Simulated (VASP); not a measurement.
# Na4AgS3 (I4/mmm) in VASP: notebook

Runs on Na4AgS3. Level: PBE. Tasks: single point, relaxation of cell and atoms.

Program: VASP 6.6.1. These are calculated values, not measurements. Logs are shortened: lines on timing, memory, paths and dates and some standing lists are left out, and cuts for length are marked.

### Step 1. The cell of the first run

The structure is tetragonal, space group I4/mmm (No. 139). Conventional cell: a = 10.199 Å, b = 10.199 Å, c = 5.159 Å, α = 90.00°, β = 90.00°, γ = 90.00°. Within 3.6 Å of Na (site symmetry m2m) lie 3 S at 2.70 to 2.73 Å. Ag (site symmetry 4/mmm) has 2 S at 2.58 Å within 3.4 Å. S (site symmetry -4m2) has 2 S at 2.58 Å and 4 Na at 2.70 Å within 3.4 Å. S (site symmetry 4/mmm) has 2 Ag at 2.58 Å and 4 Na at 2.73 Å within 3.4 Å.

The cell was generated, and may not be a known phase.

### Step 2. Single point, PBE

Input file INCAR:

```
SYSTEM = Na4AgS3
PREC = Accurate ; ENCUT = 520
EDIFF = 1E-7 ; ISMEAR = 0
SIGMA = 0.15 ; LREAL = .False.
LASPH = .True. ; NELM = 60
ALGO = Normal ; ISIF = 2
LWAVE = .False. ; LCHARG = .True.
GGA = PE ; LELF = .True.
LVHAR = .True. ; NBANDS = 38
```

Input file KPOINTS:

```
regular mesh
0
Gamma
  3 3 3
  0 0 0
```

Input file POSCAR:

```
Na4AgS3
1.0
   -5.0994488144      5.0994488144      2.5792951120
    5.0994488144     -5.0994488144      2.5792951120
    5.0994488144      5.0994488144     -2.5792951120
Na Ag S
4 1 3
Direct
    0.5000000000      0.2322205970      0.7322205970
    0.5000000000      0.7677794030      0.2677794030
    0.2322205970      0.5000000000      0.7322205970
    0.7677794030      0.5000000000      0.2677794030
    0.0000000000      0.0000000000      0.0000000000
    0.7500000000      0.2500000000      0.5000000000
    0.2500000000      0.7500000000      0.5000000000
    0.5000000000      0.5000000000      0.0000000000
```

Potentials or basis: VASP PAW PBE potentials, release 64 (Na_pv, Ag, S).

Run with:

```sh
$ cat potpaw_PBE.64/Na_pv/POTCAR potpaw_PBE.64/Ag/POTCAR potpaw_PBE.64/S/POTCAR > POTCAR
$ mpirun -np 1 vasp_std > vasp.out
```

OUTCAR:

```text
SYSTEM = Na4AgS3
   PREC = Accurate
   ENCUT = 520
   EDIFF = 1E-7
   ISMEAR = 0
   LREAL = .False.
   LASPH = .True.
   NELM = 60
   ISIF = 2
   GGA = PE

 ion  position               nearest neighbor table
   1  0.500  0.232  0.732-   6 2.70   7 2.70   8 2.73
   2  0.500  0.768  0.268-   6 2.70   7 2.70   8 2.73
   3  0.232  0.500  0.732-   6 2.70   7 2.70   8 2.73
   4  0.768  0.500  0.268-   6 2.70   7 2.70   8 2.73
   5  0.000  0.000  0.000-   8 2.58   8 2.58
   6  0.750  0.250  0.500-   7 2.58   7 2.58   3 2.70   4 2.70   1 2.70   2 2.70
   7  0.250  0.750  0.500-   6 2.58   6 2.58   3 2.70   4 2.70   1 2.70   2 2.70
   8  0.500  0.500  0.000-   5 2.58   5 2.58   3 2.73   4 2.73   1 2.73   2 2.73

  LATTYP: Found a body centered tetragonal cell.
 ALAT       =    10.1988976288
 C/A-ratio  =     0.5057988041

  Lattice vectors:

 A1 = (  -5.0994488144,   5.0994488144,   2.5792951120)
 A2 = (   5.0994488144,  -5.0994488144,   2.5792951120)
 A3 = (   5.0994488144,   5.0994488144,  -2.5792951120)

Analysis of symmetry for initial positions (statically):
=====================================================================
 Subroutine PRICEL returns:
 Original cell was already a primitive cell.

 Routine SETGRP: Setting up the symmetry group for a
 body centered tetragonal supercell.

 Subroutine GETGRP returns: Found 16 space group operations
 (whereof 16 operations were pure point group operations)
 out of a pool of 16 trial point group operations.

The static configuration has the point symmetry D_4h.

Analysis of symmetry for dynamics (positions and initial velocities):
=====================================================================
 Subroutine PRICEL returns:
 Original cell was already a primitive cell.

 Routine SETGRP: Setting up the symmetry group for a
 body centered tetragonal supercell.

 Subroutine GETGRP returns: Found 16 space group operations
 (whereof 16 operations were pure point group operations)
 out of a pool of 16 trial point group operations.

The dynamic configuration has the point symmetry D_4h.

 Subroutine INISYM returns: Found 16 space group operations
 (whereof 16 operations are pure point group operations),
 and found     1 'primitive' translations

----------------------------------------------------------------------------------------

                                     Primitive cell

  volume of cell :     268.2919

  direct lattice vectors                    reciprocal lattice vectors
    -5.099448814  5.099448814  2.579295112     0.000000000  0.098049812  0.193851412
     5.099448814 -5.099448814  2.579295112     0.098049812  0.000000000  0.193851412
     5.099448814  5.099448814 -2.579295112     0.098049812  0.098049812  0.000000000

  length of vectors
     7.659080865  7.659080865  7.659080865     0.217237510  0.217237510  0.138663375

  position of ions in fractional coordinates (direct lattice)
     0.500000000  0.232220597  0.732220597
     0.500000000  0.767779403  0.267779403
     0.232220597  0.500000000  0.732220597
     0.767779403  0.500000000  0.267779403
     0.000000000  0.000000000  0.000000000
     0.750000000  0.250000000  0.500000000
     0.250000000  0.750000000  0.500000000
     0.500000000  0.500000000  0.000000000

  ion indices of the primitive-cell ions
   primitive index   ion index
                 1           1
                 2           2
                 3           3
                 4           4
                 5           5
                 6           6
                 7           7
                 8           8

----------------------------------------------------------------------------------------

 KPOINTS: regular mesh

Automatic generation of k-mesh.
 Grid dimensions read from file:
 generate k-points for:    3    3    3

 Generating k-lattice:

  Cartesian coordinates                     Fractional coordinates (reciprocal lattice)
     0.000000000  0.032683271  0.064617137     0.333333333  0.000000000  0.000000000
     0.032683271  0.000000000  0.064617137     0.000000000  0.333333333  0.000000000
     0.032683271  0.032683271  0.000000000     0.000000000  0.000000000  0.333333333

  Length of vectors
     0.072412503  0.072412503  0.046221125

  Shift w.r.t. Gamma in fractional coordinates (k-lattice)
     0.000000000  0.000000000  0.000000000

 Subroutine IBZKPT returns following result:
 ===========================================

 Found      6 irreducible k-points:

 Following reciprocal coordinates:
            Coordinates               Weight
  0.000000  0.000000  0.000000      1.000000
  0.333333  0.000000 -0.000000      8.000000
  0.333333  0.333333 -0.000000      8.000000
 -0.333333  0.333333  0.000000      4.000000
 -0.333333  0.333333  0.333333      4.000000
 -0.333333 -0.333333  0.333333      2.000000
   k-points           NKPTS =      6   k-points in BZ     NKDIM =      6   number of bands    NBANDS=     38
   number of dos      NEDOS =    301   number of ions     NIONS =      8
   total plane-waves  NPLWV = 216000
   dimension x,y,z NGX =    60 NGY =   60 NGZ =   60
   dimension x,y,z NGXF=   120 NGYF=  120 NGZF=  120
   ions per type =               4   1   3
   NGX,Y,Z   is equivalent  to a cutoff of  13.02, 13.02, 13.02 a.u.
   NGXF,Y,Z  is equivalent  to a cutoff of  26.05, 26.05, 26.05 a.u.
 SYSTEM =  Na4AgS3
   PREC   = accura    normal or accurate (medium, high low for compatibility)
   ISTART =      0    job   : 0-new  1-cont  2-samecut
   ICHARG =      2    charge: 1-file 2-atom 10-const
   ISPIN  =      1    spin polarized calculation?
   LNONCOLLINEAR =      F non collinear calculations
   LSORBIT =      F    spin-orbit coupling
   LASPH  =      T    aspherical Exc in radial PAW
   ENCUT  =  520.0 eV  38.22 Ry    6.18 a.u.  14.24 14.24 14.24*2*pi/ulx,y,z
   NELM   =     60;   NELMIN=  2; NELMDL= -5     # of ELM steps
   EDIFF  = 0.1E-06   stopping-criterion for ELM
   LREAL  =      F    real-space projection
   EDIFFG = 0.1E-05   stopping-criterion for IOM
   NSW    =      0    number of steps for IOM
   IBRION =     -1    ionic relax: 0-MD 1-quasi-New 2-CG
   NFREE  =      0    steps in history (QN), initial steepest desc. (CG)
   ISIF   =      2    stress and relaxation
   ISYM   =      2    0-nonsym 1-usesym 2-fastsym
   POTIM  = 0.5000    time-step for ionic-motion
   TEBEG  =    0.0;   TEEND  =   0.0 temperature during run
   PSTRESS=    0.0 pullay stress
   NELECT =      57.0000    total number of electrons
   NUPDOWN=      -1.0000    fix difference up-down
   EMIN   =  10.00;   EMAX   =-10.00  energy-range for DOS
   EFERMI =   0.00;   METHOD = LEGACY
   ISMEAR =     0;   SIGMA  =   0.15  broadening in eV -4-tet -1-fermi 0-gaus
   EFERMI_NEDOS =   21; number of points for ismear=-14 and -15
   IALGO  =     38    algorithm
   IMIX   =      4    mixing-type and parameters
     AMIX     =   0.40;   BMIX     =  1.00
     AMIX_MAG =   1.60;   BMIX_MAG =  1.00
  volume/ion in A,a.u.               =      33.54       226.32
  Fermi-wavevector in a.u.,A,eV,Ry     =   0.976856  1.845990 12.983331  0.954248
  Thomas-Fermi vector in A             =   2.107508
   LORBIT       =      0    0 simple, 1 ext, 2 COOP (PROOUT), +10 PAW based schemes
   GGA     = PE    functional components
   LHFCALC =     F    Hartree Fock is set to
   AEXX    =    0.0000 exact exchange contribution
   IVDW    =     0    specifies the selected vdW correction
   LEPSILON=     F    determine dielectric tensor
   LRPA    =     F    only Hartree local field effects (RPA)
 non-spin polarized calculation
 Gauss-broadening in eV      SIGMA  =   0.15
  energy-cutoff  :      520.00
  volume of cell :      268.29
 maximum number of plane-waves:      7232
 NGX is ok and might be reduce to    60
   NGX = 29   NGY = 29   NGZ = 29

 number of electron      57.0000010 magnetization

 Free energy of the ion-electron system (eV)
  ---------------------------------------------------
  ext. energy  EPLUGINS =         0.00000000
  ---------------------------------------------------
  free energy    TOTEN  =       -24.49802525 eV

  energy without entropy =      -24.44697811  energy(sigma->0) =      -24.47250168

 E-fermi :   1.9694     XC(G=0):  -6.5970

 val. band max:        0.7870089433   @ k =  -0.3333   0.3333   0.3333
 cond. band min:       2.0531403073   @ k =   0.3333   0.0000  -0.0000
 fundamental gap:      1.2661313641
 Fermi energy:         1.9693997632

 k-point     1 :       0.0000    0.0000    0.0000
  band No.  band energies     occupation
      1     -23.2997      2.00000
      2     -23.2947      2.00000
      3     -23.2947      2.00000
      4     -23.2892      2.00000
      5     -23.2342      2.00000
      6     -23.2320      2.00000
[... 30 lines left out ...]
     37       6.4871      0.00000
     38       6.8899      0.00000

 k-point     2 :       0.3333    0.0000   -0.0000
  band No.  band energies     occupation
      1     -23.2985      2.00000
      2     -23.2947      2.00000
      3     -23.2946      2.00000
      4     -23.2904      2.00000
      5     -23.2339      2.00000
      6     -23.2325      2.00000
[... 30 lines left out ...]
     37       5.6827      0.00000
     38       6.4630      0.00000

 k-point     3 :       0.3333    0.3333   -0.0000
  band No.  band energies     occupation
      1     -23.2979      2.00000
      2     -23.2952      2.00000
      3     -23.2939      2.00000
      4     -23.2911      2.00000
      5     -23.2344      2.00000
      6     -23.2327      2.00000
[... 30 lines left out ...]
     37       5.1638      0.00000
     38       6.3577      0.00000

 k-point     4 :      -0.3333    0.3333    0.0000
  band No.  band energies     occupation
      1     -23.2987      2.00000
      2     -23.2956      2.00000
      3     -23.2935      2.00000
      4     -23.2903      2.00000
      5     -23.2347      2.00000
      6     -23.2325      2.00000
[... 30 lines left out ...]
     37       6.2212      0.00000
     38       6.5297      0.00000

 k-point     5 :      -0.3333    0.3333    0.3333
  band No.  band energies     occupation
      1     -23.2976      2.00000
      2     -23.2946      2.00000
      3     -23.2945      2.00000
      4     -23.2913      2.00000
      5     -23.2353      2.00000
      6     -23.2320      2.00000
[... 30 lines left out ...]
     37       6.4946      0.00000
     38       6.5705      0.00000

 k-point     6 :      -0.3333   -0.3333    0.3333
  band No.  band energies     occupation
      1     -23.2972      2.00000
      2     -23.2946      2.00000
      3     -23.2946      2.00000
      4     -23.2916      2.00000
      5     -23.2348      2.00000
      6     -23.2322      2.00000
[... 30 lines left out ...]
     37       5.2509      0.00000
     38       6.2775      0.00000

------------------------ aborting loop because EDIFF is reached ----------------------------------------

  FORCE on cell =-STRESS in cart. coord.  units (eV):
  Direction    XX          YY          ZZ          XY          YZ          ZX
  --------------------------------------------------------------------------------------
  -------------------------------------------------------------------------------------
  Total       -0.0137159     -0.0137159      0.0891281      0.0000000      0.0000000      0.0000000
  in kB       -0.0819083     -0.0819083      0.5322527      0.0000000      0.0000000      0.0000000
  external PRESSURE =       0.1228120 kB  Pullay stress =       0.0000000 kB

 VOLUME and BASIS-vectors are now :
 -----------------------------------------------------------------------------
  energy-cutoff  :      520.00
  volume of cell :      268.29
      direct lattice vectors                 reciprocal lattice vectors
    -5.099448814  5.099448814  2.579295112     0.000000000  0.098049812  0.193851412
     5.099448814 -5.099448814  2.579295112     0.098049812  0.000000000  0.193851412
     5.099448814  5.099448814 -2.579295112     0.098049812  0.098049812  0.000000000

 POSITION                                       TOTAL-FORCE (eV/Angst)
 -----------------------------------------------------------------------------------
      2.36839      5.09945      0.00000         0.022081     -0.000000     -0.000000
      2.73105      0.00000      2.57930        -0.022081      0.000000     -0.000000
      5.09945      2.36839      0.00000        -0.000000      0.022081     -0.000000
      0.00000      2.73105      2.57930         0.000000     -0.022081     -0.000000
      0.00000      0.00000      0.00000        -0.000000      0.000000     -0.000000
     -0.00000      5.09945      1.28965        -0.000000     -0.000000      0.000000
      5.09945     -0.00000      1.28965         0.000000     -0.000000     -0.000000
      0.00000      0.00000      2.57930         0.000000     -0.000000     -0.000000
 -----------------------------------------------------------------------------------
    total drift:                                0.000000      0.000000     -0.000000

  FREE ENERGIE OF THE ION-ELECTRON SYSTEM (eV)
  ---------------------------------------------------
  free  energy   TOTEN  =       -24.4980252481 eV

  energy  without entropy=      -24.4469781133  energy(sigma->0) =      -24.47250168
```

Run time: 2.9 min. Hardware: 1 thread of Intel Xeon Platinum 8259CL at 2.50GHz (Skylake/Cascade Lake), shared host; peak memory 0.51 GiB.

What came out:

```
Free energy            : -24.4980 eV
Pressure               : 0.0 GPa
Largest force          : 0.022 eV/Å
Band gap on the k mesh : zero (an odd number of electrons rules out a gap without spin polarisation)
```

Forces on the atoms (eV/Å):
```
Na   0.022  0.000  0.000
Na  -0.022  0.000  0.000
Na   0.000  0.022  0.000
Na   0.000 -0.022  0.000
Ag   0.000  0.000  0.000
S    0.000  0.000  0.000
S    0.000  0.000  0.000
S    0.000  0.000  0.000
```

Caveat: the k points lie up to 0.45 Å⁻¹ apart, too coarse for converged energies and pressures of a metal.

(Continued in part 2 of 2.)

The gap in the log of VASP goes by the Fermi energy; the results here count the filled bands.